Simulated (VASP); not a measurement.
# Au (Fm-3m) in VASP: notebook

Au is run at these levels: PBEsol; tasks: single point, relaxation of cell and atoms.

Everything below comes from runs of VASP 6.6.1. Logs are shortened: lines on timing, memory, paths and dates and some standing lists are left out, and cuts for length are marked.

## 1. The cell of the first run

It takes space group Fm-3m (No. 225, cubic). The conventional cell has a = 4.083 Å, b = 4.083 Å, c = 4.083 Å, α = 90.00°, β = 90.00°, γ = 90.00°. Within 3.8 Å of Au (site symmetry m-3m) lie 12 Au at 2.89 Å.

## 2. Single point, PBEsol

Input file INCAR:

```
SYSTEM = Au
  ALGO = Normal
  EDIFF = 1E-6
  ENCUT = 520
  GGA = PS
  ISIF = 2
  ISMEAR = -1
  LASPH = .TRUE.
  LCHARG = .FALSE.
  LREAL = .FALSE.
  LWAVE = .FALSE.
  NBANDS = 12
  NELM = 80
  PREC = Accurate
  SIGMA = 0.1
```

Input file KPOINTS:

```
k-points
0
G
  18 18 18
  0 0 0
```

Input file POSCAR:

```
Au
1.0
    0.0000000000      2.0416731614      2.0416731614
    2.0416731614      0.0000000000      2.0416731614
    2.0416731614      2.0416731614      0.0000000000
Au
1
Direct
    0.0000000000      0.0000000000      0.0000000000
```

Potentials or basis: VASP PAW PBE potentials, release 64 (Au).

Run with:

```
$ cat potpaw_PBE.64/Au/POTCAR > POTCAR
$ mpirun -np 1 vasp_std > vasp.out
```

OUTCAR:

```text
SYSTEM = Au
   EDIFF = 1E-6
   ENCUT = 520
   GGA = PS
   ISIF = 2
   ISMEAR = -1
   LASPH = .TRUE.
   LREAL = .FALSE.
   NELM = 80
   PREC = Accurate

 ion  position               nearest neighbor table
   1  0.000  0.000  0.000-

  LATTYP: Found a face centered cubic cell.
 ALAT       =     4.0833463228

  Lattice vectors:

 A1 = (   0.0000000000,   2.0416731614,   2.0416731614)
 A2 = (   2.0416731614,   0.0000000000,   2.0416731614)
 A3 = (   2.0416731614,   2.0416731614,   0.0000000000)

Analysis of symmetry for initial positions (statically):
=====================================================================
 Subroutine PRICEL returns:
 Original cell was already a primitive cell.

 Routine SETGRP: Setting up the symmetry group for a
 face centered cubic supercell.

 Subroutine GETGRP returns: Found 48 space group operations
 (whereof 48 operations were pure point group operations)
 out of a pool of 48 trial point group operations.

The static configuration has the point symmetry O_h .

Analysis of symmetry for dynamics (positions and initial velocities):
=====================================================================
 Subroutine PRICEL returns:
 Original cell was already a primitive cell.

 Routine SETGRP: Setting up the symmetry group for a
 face centered cubic supercell.

 Subroutine GETGRP returns: Found 48 space group operations
 (whereof 48 operations were pure point group operations)
 out of a pool of 48 trial point group operations.

The dynamic configuration has the point symmetry O_h .

 Subroutine INISYM returns: Found 48 space group operations
 (whereof 48 operations are pure point group operations),
 and found     1 'primitive' translations

----------------------------------------------------------------------------------------

                                     Primitive cell

  volume of cell :      17.0211

  direct lattice vectors                    reciprocal lattice vectors
     0.000000000  2.041673161  2.041673161    -0.244897180  0.244897180  0.244897180
     2.041673161  0.000000000  2.041673161     0.244897180 -0.244897180  0.244897180
     2.041673161  2.041673161  0.000000000     0.244897180  0.244897180 -0.244897180

  length of vectors
     2.887361875  2.887361875  2.887361875     0.424174359  0.424174359  0.424174359

  position of ions in fractional coordinates (direct lattice)
     0.000000000  0.000000000  0.000000000

  ion indices of the primitive-cell ions
   primitive index   ion index
[... 75 lines left out ...]
   EDIFFG = 0.1E-04   stopping-criterion for IOM
   NSW    =      0    number of steps for IOM
   IBRION =     -1    ionic relax: 0-MD 1-quasi-New 2-CG
   NFREE  =      0    steps in history (QN), initial steepest desc. (CG)
   ISIF   =      2    stress and relaxation
   ISYM   =      2    0-nonsym 1-usesym 2-fastsym
   POTIM  = 0.5000    time-step for ionic-motion
   TEBEG  =    0.0;   TEEND  =   0.0 temperature during run
   PSTRESS=    0.0 pullay stress
   NELECT =      11.0000    total number of electrons
   NUPDOWN=      -1.0000    fix difference up-down
   EMIN   =  10.00;   EMAX   =-10.00  energy-range for DOS
   EFERMI =   0.00;   METHOD = LEGACY
   ISMEAR =    -1;   SIGMA  =   0.10  broadening in eV -4-tet -1-fermi 0-gaus
   EFERMI_NEDOS =   21; number of points for ismear=-14 and -15
   IALGO  =     38    algorithm
   IMIX   =      4    mixing-type and parameters
     AMIX     =   0.40;   BMIX     =  1.00
     AMIX_MAG =   1.60;   BMIX_MAG =  1.00
  volume/ion in A,a.u.               =      17.02       114.86
  Fermi-wavevector in a.u.,A,eV,Ry     =   1.415390  2.674700 27.256950  2.003329
  Thomas-Fermi vector in A             =   2.536834
   LORBIT       =      0    0 simple, 1 ext, 2 COOP (PROOUT), +10 PAW based schemes
   GGA     = PS    functional components
   LHFCALC =     F    Hartree Fock is set to
   AEXX    =    0.0000 exact exchange contribution
   IVDW    =     0    specifies the selected vdW correction
   LEPSILON=     F    determine dielectric tensor
   LRPA    =     F    only Hartree local field effects (RPA)
 non-spin polarized calculation
  energy-cutoff  :      520.00
  volume of cell :       17.02
 maximum number of plane-waves:       473
 NGX is ok and might be reduce to    24
   NGX = 11   NGY = 11   NGZ = 11

 number of electron      11.0000000 magnetization

 Free energy of the ion-electron system (eV)
  ---------------------------------------------------
  ext. energy  EPLUGINS =         0.00000000
  ---------------------------------------------------
  free energy    TOTEN  =        -3.92892569 eV

  energy without entropy =       -3.91982717  energy(sigma->0) =       -3.92437643

 E-fermi :   9.2853     XC(G=0): -12.8920

 val. band max:        9.2718968533   @ k =   0.5000   0.2778   0.1111
 cond. band min:       9.3234531840   @ k =   0.4444   0.4444   0.0000
 fundamental gap:      0.0515563307
 Fermi energy:         9.2852742891

 k-point     1 :       0.0000    0.0000    0.0000
  band No.  band energies     occupation
      1      -0.6353      2.00000
      2       4.6127      2.00000
      3       4.6127      2.00000
      4       4.6127      2.00000
      5       6.1459      2.00000
      6       6.1459      2.00000
      7      23.7968      0.00000
      8      27.7981      0.00000
      9      27.7981      0.00000
     10      27.7981      0.00000
     11      32.6686      0.00000
     12      37.3450      0.00000
[... 331 lines left out ...]
 k-point    24 :      -0.2222    0.0556    0.0000
  band No.  band energies     occupation
      1       1.1689      2.00000
      2       4.3350      2.00000
      3       4.9195      2.00000
      4       4.9587      2.00000
      5       6.0477      2.00000
      6       6.5326      2.00000
      7      20.8530      0.00000
      8      24.8851      0.00000
      9      27.8179      0.00000
     10      30.0899      0.00000
     11      30.6987      0.00000
     12      32.1388      0.00000

 [... further k-points ...]
[... 5 lines left out ...]
  --------------------------------------------------------------------------------------
  -------------------------------------------------------------------------------------
  Total       -0.0301419     -0.0301419     -0.0301419      0.0000000     -0.0000000     -0.0000000
  in kB       -2.8372144     -2.8372144     -2.8372144      0.0000000     -0.0000000     -0.0000000
  external PRESSURE =      -2.8372144 kB  Pullay stress =       0.0000000 kB

 VOLUME and BASIS-vectors are now :
 -----------------------------------------------------------------------------
  energy-cutoff  :      520.00
  volume of cell :       17.02
      direct lattice vectors                 reciprocal lattice vectors
     0.000000000  2.041673161  2.041673161    -0.244897180  0.244897180  0.244897180
     2.041673161  0.000000000  2.041673161     0.244897180 -0.244897180  0.244897180
     2.041673161  2.041673161  0.000000000     0.244897180  0.244897180 -0.244897180

 POSITION                                       TOTAL-FORCE (eV/Angst)
 -----------------------------------------------------------------------------------
      0.00000      0.00000      0.00000         0.000000      0.000000      0.000000
 -----------------------------------------------------------------------------------
    total drift:                               -0.000000      0.000000     -0.000000

  FREE ENERGIE OF THE ION-ELECTRON SYSTEM (eV)
  ---------------------------------------------------
  free  energy   TOTEN  =        -3.9289256878 eV

  energy  without entropy=       -3.9198271741  energy(sigma->0) =       -3.92437643
```

stdout:

```text
POSCAR found type information on POSCAR Au
 POSCAR found :  1 types and       1 ions
 scaLAPACK will be used
 -----------------------------------------------------------------------------
|                                                                             |
|                                                                             |
|     You enforced a specific xc type in the INCAR file but a different       |
|     I HOPE YOU KNOW WHAT YOU ARE DOING!                                     |
|                                                                             |
 -----------------------------------------------------------------------------

 LDA part: xc-table for (Slater+PW92), standard interpolation
 POSCAR, INCAR and KPOINTS ok, starting setup
 FFT: planning ... GRIDC
 FFT: planning ... GRID_SOFT
 FFT: planning ... GRID
 WAVECAR not read
 entering main loop
```

It took 16 s on 1 thread of Intel Xeon Platinum 8488C (Sapphire Rapids), shared host; peak memory 0.17 GiB.

Results:

```yaml
Free_energy: -3.9289 eV
Pressure: -0.3 GPa
Band_gap_on_the_k_mesh: zero (an odd number of electrons rules out a gap without spin polarisation)
```

Caveat: the PAW data sets were made with another functional, which shifts forces and pressure a little; spin-orbit coupling is left out, which moves the levels of the heavy elements.

## 3. Relaxation of cell and atoms, PBEsol

This run uses another cell than the first one, of 16.85 Å³/atom.

Input file INCAR:

```
SYSTEM = Au
ALGO = Normal ; EDIFF = 1E-6
EDIFFG = -0.01 ; ENCUT = 600
GGA = PS ; IBRION = 2
ISIF = 3 ; ISMEAR = -1
LASPH = .TRUE. ; LCHARG = .FALSE.
LREAL = .FALSE. ; LWAVE = .FALSE.
NELM = 80 ; NSW = 60
PREC = Accurate ; SIGMA = 0.1
```

KPOINTS is that of step 2.

Input file POSCAR:

```
Au
1.0
    0.0000000000      2.0350000000      2.0350000000
    2.0350000000      0.0000000000      2.0350000000
    2.0350000000      2.0350000000      0.0000000000
Au
1
Direct
    0.0000000000      0.0000000000      0.0000000000
```

Potentials or basis: VASP PAW PBE potentials, release 64 (Au).

Run with:

```
$ cat potpaw_PBE.64/Au/POTCAR > POTCAR
$ mpirun -np 1 vasp_std > vasp.out
```

Run time: 27 s. Hardware: 1 thread of Intel Xeon Platinum 8488C (Sapphire Rapids), shared host; peak memory 0.18 GiB.

Results (log left out):

```yaml
Free_energy: -3.9288 eV
Relaxed_volume: 17.00 Å³/atom
Relaxed_cell: a = 2.886 Å, b = 2.886 Å, c = 2.886 Å, α = 60.00°, β = 60.00°, γ = 60.00°
Space_group_after_relaxing_to_0.1_Å: Fm-3m (No. 225)
Energy_gained_by_relaxing: 0.7 meV/atom
Ionic_steps: 3
Pressure_after_relaxing: 0.0 GPa
Band_gap_on_the_k_mesh: zero (an odd number of electrons rules out a gap without spin polarisation)
```

The path:
| step | energy change (eV) | largest force (eV/Å) | pressure (GPa) | volume (Å³) |
| --- | --- | --- | --- | --- |
| 1 | 0.0000 | 0.0000 | 1.57 | 16.85 |
| 2 | 0.0014 | 0.0000 | -2.54 | 17.26 |
| 3 | -0.0007 | 0.0000 | 0.00 | 17.00 |

Final structure:
```
CELL_PARAMETERS angstrom
0.00000 2.04092 2.04092
2.04092 0.00000 2.04092
2.04092 2.04092 0.00000
ATOMIC_POSITIONS crystal
Au 0.00000 0.00000 0.00000
```

Levels at points of the mesh, in eV from the Fermi level:
```csv
k point,band 3,band 4,band 5,band 6,band 7,band 8,band 9
"(0.00, 0.00, 0.00)",-4.68,-4.68,-3.14,-3.14,14.51,18.52,18.52
"(0.50, 0.00, 0.00)",-4.71,-1.93,-1.93,-1.02,3.08,13.95,17.12
"(0.50, 0.50, 0.00)",-1.98,-1.61,-1.61,0.96,5.77,9.97,9.97
```

Caveat: the PAW data sets were made with another functional, which shifts forces and pressure a little; spin-orbit coupling is left out, which moves the levels of the heavy elements.

The gap in the log of VASP goes by the Fermi energy; the results here count the filled bands.